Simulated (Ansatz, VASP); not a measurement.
# TiN: VASP beside Ansatz

Contents of INCAR:

```
  PREC = Accurate
  ENCUT = 600
  EDIFF = 1E-6
  ISMEAR = -1
  SIGMA = 0.15
  LREAL = False
  LASPH = True
  NELM = 80
  ALGO = Normal
  ISIF = 3
  LWAVE = False
  LCHARG = False
  IBRION = 2
  NSW = 80
  EDIFFG = -0.001
```

File KPOINTS:

```
regular mesh
0
Gamma
  18 18 18
```

The input POSCAR:

```
TiN
1.0
    0.0000000000      2.0858858464      2.0858858464
    2.0858858464      0.0000000000      2.0858858464
    2.0858858464      2.0858858464      0.0000000000
Ti N
1 1
Direct
    0.0000000000      0.0000000000      0.0000000000
    0.5000000000      0.5000000000      0.5000000000
```

Input for Ansatz:

```yaml
crystal:
  lattice:
    - [0.0, 2.0858858464, 2.0858858464]
    - [2.0858858464, 0.0, 2.0858858464]
    - [2.0858858464, 2.0858858464, 0.0]
  atoms:
    - { symbol: Ti, position: [0.0, 0.0, 0.0] }
    - { symbol: "N", position: [0.5, 0.5, 0.5] }
basis:
  ecutwfc: 420
kpoints:
  mp_grid: { grid: [18, 18, 18] }
hamiltonian:
  xc: lda
  pseudopotentials: { kind: paw, azcp: { folder: soft_1 } }
scf:
  occupations: { method: fermi_dirac, width: 0.15 }
output:
  forces: true
  stress: true
  eigenvalues: true
relax:
  adjacent_minimum: "off"
  f_tol: 0.001
  max_steps: 60
  cell: { stress_tol: 0.01 }
```

Alike in both runs: task relaxation of cell and atoms; functional LDA; k mesh 18 × 18 × 18; occupations fermi-dirac, width 0.15 eV; no spin polarisation.

|  | VASP | Ansatz |
| --- | --- | --- |
| version | VASP 6.6.1 | Ansatz 0.2.0 |
| potentials or method | VASP PAW LDA potentials, release 64 (Ti_sv, N), cutoff 600 eV | scalar-relativistic, plane waves, PAW |
| valence electrons in the cell | 17 | 17 |

Ansatz gave:

```
gap on the k mesh at the Fermi level, each at its own relaxed structure (eV) : none
relaxed volume (Å³/atom)                                                     : 9.09
relaxed cell length with the largest relative difference (Å)                 : 2.951
```

Question: Estimate VASP's values.

Answer: gap on the k mesh at the Fermi level, each at its own relaxed structure (eV): none; relaxed volume (Å³/atom): 9.11; relaxed cell length with the largest relative difference (Å): 2.954.

Ansatz warns that its potentials were made for another functional, while VASP's fit it. LDA's correlation is that of Perdew and Zunger in VASP and of Perdew and Wang (1992) in Ansatz. A gap of «none» marks a metal or a gap that the smearing closes.
